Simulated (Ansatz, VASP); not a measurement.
## BAs in VASP and in Ansatz

```xyz
2
Lattice="0.0000 2.4046 2.4046 2.4046 0.0000 2.4046 2.4046 2.4046 0.0000" Properties=species:S:1:pos:R:3 pbc="T T T"
B     0.0000    0.0000    0.0000
As    1.2023    1.2023    1.2023
```

Alike in both runs: functional PBE; k mesh 8 × 8 × 8; occupations gaussian, width 0.02 eV; no spin polarisation.

Ansatz relaxed the structure, and its values are those at the end. VASP's run is a single point on that final structure, the one shown.

|  | VASP | Ansatz |
| --- | --- | --- |
| version | VASP 6.6.1 | Ansatz 0.2.0 |
| potentials or method | VASP PAW PBE potentials, release 64 (B, As), cutoff 500 eV | scalar-relativistic, plane waves, PAW |
| valence electrons in the cell | 8 | 18 |

|  | VASP | Ansatz | Ansatz less VASP |
| --- | --- | --- | --- |
| gap on the k mesh at the Fermi level (eV) | 1.21 | 1.22 | +0.008 |
| least direct gap on the mesh (eV) | 3.25 | 3.25 | +0.003 |
| pressure (GPa) | 0.6 | 0.0 | -0.60 |

VASP's potentials hold 8 valence electrons a cell and Ansatz's 18, so a difference there can come from the potentials and not from the codes.
